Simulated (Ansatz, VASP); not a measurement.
**Ta3BiO3: VASP beside Ansatz**

The input INCAR:

```
SYSTEM = Ta3BiO3
ALGO = Normal
EDIFF = 1E-6
ENCUT = 520
GGA = PE
ISIF = 2
ISMEAR = 0
LASPH = .TRUE.
LCHARG = .FALSE.
LREAL = .FALSE.
LWAVE = .FALSE.
NBANDS = 42
NELM = 80
PREC = Accurate
SIGMA = 0.2
```

The input KPOINTS:

```
k-points
0
G
  6 6 4
  0 0 0
```

File POSCAR:

```
Ta3BiO3
1.0
   -3.9905179339      3.1471476130     -0.0055549226
   -3.9905179339     -3.1471476130     -0.0055549226
   -2.9881708813      0.0000000000      4.8857373621
Ta Bi O
3 1 3
Direct
    0.3522512714      0.3522512714      0.1288216526
    0.2927891530      0.7481244206      0.4323600427
    0.7481244206      0.2927891530      0.4323600427
    0.7958413963      0.7958413963      0.9466469303
    0.4926356316      0.0438797232      0.4488425429
    0.0438797232      0.4926356316      0.4488425429
    0.4486183540      0.4486183540      0.7342343159
```

Input for Ansatz:

```yaml
crystal:
  lattice:
    - [-3.9905179339, 3.147147613, -0.0055549226]
    - [-3.9905179339, -3.147147613, -0.0055549226]
    - [-2.9881708813, 0.0, 4.8857373621]
  atoms:
    - { symbol: Ta, position: [0.3522512714, 0.3522512714, 0.1288216526] }
    - { symbol: Ta, position: [0.292789153, 0.7481244206, 0.4323600427] }
    - { symbol: Ta, position: [0.7481244206, 0.292789153, 0.4323600427] }
    - { symbol: Bi, position: [0.7958413963, 0.7958413963, 0.9466469303] }
    - { symbol: O, position: [0.4926356316, 0.0438797232, 0.4488425429] }
    - { symbol: O, position: [0.0438797232, 0.4926356316, 0.4488425429] }
    - { symbol: O, position: [0.448618354, 0.448618354, 0.7342343159] }
basis:
  ecutwfc: 420
kpoints:
  mp_grid: { grid: [6, 6, 4] }
hamiltonian:
  xc: pbe
scf:
  occupations: { method: gaussian, width: 0.2 }
  lower_state_search: "off"
output:
  forces: true
  stress: true
  eigenvalues: true
```

Alike in both runs: task single point; functional PBE; k mesh 6 × 6 × 4; occupations gaussian, width 0.2 eV; no spin polarisation.

|  | VASP | Ansatz |
| --- | --- | --- |
| version | VASP 6.6.1 | Ansatz 0.2.0 |
| potentials or method | VASP PAW PBE potentials, release 64 (Ta_pv, Bi_d, O), cutoff 520 eV | scalar-relativistic, plane waves, PAW |
| valence electrons in the cell | 66 | 72 |

VASP gave:

| Property | Result |
| --- | --- |
| gap on the k mesh at the Fermi level (eV) | none |
| pressure (GPa) | 0.3 |
| traceless stress, the component that is largest in VASP (GPa) | -0.30 |
| rms of the force components (eV/Å) | 0.031 |

Question: Which values does Ansatz return?

Answer: gap on the k mesh at the Fermi level (eV): none; pressure (GPa): 0.0; traceless stress, the component that is largest in VASP (GPa): -0.13; rms of the force components (eV/Å): 0.020.

Atom by atom the forces differ by 0.018 eV/Å (rms over components). A gap of «none» marks a metal or a gap that the smearing closes. The functional is the same, so the differences come from potentials, cutoffs and numerics. VASP's potentials hold 66 valence electrons a cell and Ansatz's 72, so a difference there can come from the potentials and not from the codes.

Spin-orbit coupling is off throughout.
